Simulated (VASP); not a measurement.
Here is a VASP 6.6.1 calculation.

The input INCAR:

```
SYSTEM = TiC
ALGO = Normal
EDIFF = 1E-6
ENCUT = 600
GGA = PE
GGA_COMPAT = .FALSE.
ISIF = 2
ISMEAR = 0
LASPH = .TRUE.
LCHARG = .FALSE.
LREAL = .FALSE.
LWAVE = .FALSE.
NBANDS = 15
NELM = 120
PREC = Accurate
SIGMA = 0.15
```

KPOINTS

```
k-points
0
G
  24 24 24
  0 0 0
```

POSCAR

```
TiC
1.0
    0.0000000000      2.1664615256      2.1664615256
    2.1664615256      0.0000000000      2.1664615256
    2.1664615256      2.1664615256      0.0000000000
Ti C
1 1
Direct
    0.0000000000     -0.0461582164      0.0000000000
    0.5000000000      0.5000000000      0.5000000000
```

Potentials or basis: VASP PAW PBE potentials, release 64 (Ti_sv, C).

The run is started by

```console
$ cat potpaw_PBE.64/Ti_sv/POTCAR potpaw_PBE.64/C/POTCAR > POTCAR
$ mpirun -np 1 vasp_std > vasp.out
```

**Question.** Predict the largest force.

**Answer.** 1.215 eV/Å.

**Question.** Predict the pressure.

**Answer.** 2.4 GPa.

**Question.** Estimate the band gap on the k mesh.

**Answer.** Zero (bands 8 and 9 overlap by 0.75 eV).

Forces in eV/Å, atoms in the order of the input:
```
Ti   0.859  0.000  0.859
C   -0.859  0.000 -0.859
```

Caveat: the cell differs from its parent crystal (atom 1 (Ti) moved by (-0.100, -0.100) A along x and z); forces of over 1 eV/Å act on the atoms, so gaps and moduli don't describe the material at rest.
